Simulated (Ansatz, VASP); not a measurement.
# NbAs in VASP and in Ansatz

File INCAR:

```
  PREC = Accurate
  ENCUT = 520
  EDIFF = 1E-6
  ISMEAR = 0
  SIGMA = 0.05
  LREAL = False
  LASPH = True
  NELM = 100
  ALGO = Normal
  ISIF = 2
  LWAVE = False
  LCHARG = False
  GGA = PE
  NBANDS = 16
```

The input KPOINTS:

```
Automatic mesh
0
Gamma
  12 12 12
```

POSCAR

```
NbAs
1.0
    0.0000000000      2.6377696511      2.6377696511
    2.6377696511      0.0000000000      2.6377696511
    2.6377696511      2.6377696511      0.0000000000
Nb As
1 1
Direct
    0.5000000000      0.5000000000      0.5000000000
    0.0000000000      0.0000000000      0.0000000000
```

Input for Ansatz:

```yaml
crystal:
  lattice:
    - [0.0, 2.6377696511, 2.6377696511]
    - [2.6377696511, 0.0, 2.6377696511]
    - [2.6377696511, 2.6377696511, 0.0]
  atoms:
    - { symbol: Nb, position: [0.5, 0.5, 0.5] }
    - { symbol: As, position: [0.0, 0.0, 0.0] }
basis:
  ecutwfc: 420
  ecutrho_ratio: 4
kpoints:
  mp_grid: { grid: [12, 12, 12] }
hamiltonian:
  xc: pbe
scf:
  occupations: { method: gaussian, width: 0.05 }
output:
  forces: true
  stress: true
  eigenvalues: true
```

Alike in both runs: task single point; functional PBE; k mesh 12 × 12 × 12; occupations gaussian, width 0.05 eV; no spin polarisation.

|  | VASP | Ansatz |
| --- | --- | --- |
| version | VASP 6.6.1 | Ansatz 0.2.0 |
| potentials or method | VASP PAW PBE potentials, release 64 (Nb_sv, As), cutoff 520 eV | scalar-relativistic, plane waves, PAW |
| valence electrons in the cell | 18 | 28 |

|  | VASP | Ansatz | Ansatz less VASP |
| --- | --- | --- | --- |
| gap on the k mesh at the Fermi level (eV) | none | none | - |
| pressure (GPa) | -0.1 | -0.1 | -0.03 |

A gap of «none» marks a metal or a gap that the smearing closes. VASP's potentials hold 18 valence electrons a cell and Ansatz's 28, so a difference there can come from the potentials and not from the codes.
